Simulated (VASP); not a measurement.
Cu: single point with PBE

Crystal: Cu.

```
Cu
1.0
     0.00000    1.80750    1.78943
     1.80750    0.00000    1.78943
     1.80750    1.80750    0.00000
Cu
1
Direct
  0.00000 0.00000 0.00000
```

```json
{"Program": "VASP 6.6.1", "Task": "single point", "Functional": "PBE", "Potentials or basis": "VASP PAW PBE potentials, release 64 (Cu)", "Cutoff": "600 eV", "k mesh": "11 × 11 × 11", "Occupations": "fermi-dirac, width 0.05 eV", "Spin": "no spin polarisation", "Dipole correction": "no", "Further INCAR settings": "ALGO = Normal; EDIFF = 1e-06; NBANDS = 12"}
```

The pressure is 3.6 GPa.

Stress tensor (GPa, compression positive):
```
3.46 0.00 0.00
0.00 3.46 0.00
0.00 0.00 4.01
```

Levels at points of the mesh, in eV from the Fermi level:
```
           k point  band 4  band 5  band 6  band 7  band 8  band 9
(0.00, 0.00, 0.00)   -3.11   -2.34   -2.29   22.59   25.30   25.30
```

It took 12 s on 1 thread of Intel(R) Xeon(R) Platinum 8488C (Sapphire Rapids) (shared host), peak memory 0.13 GiB.
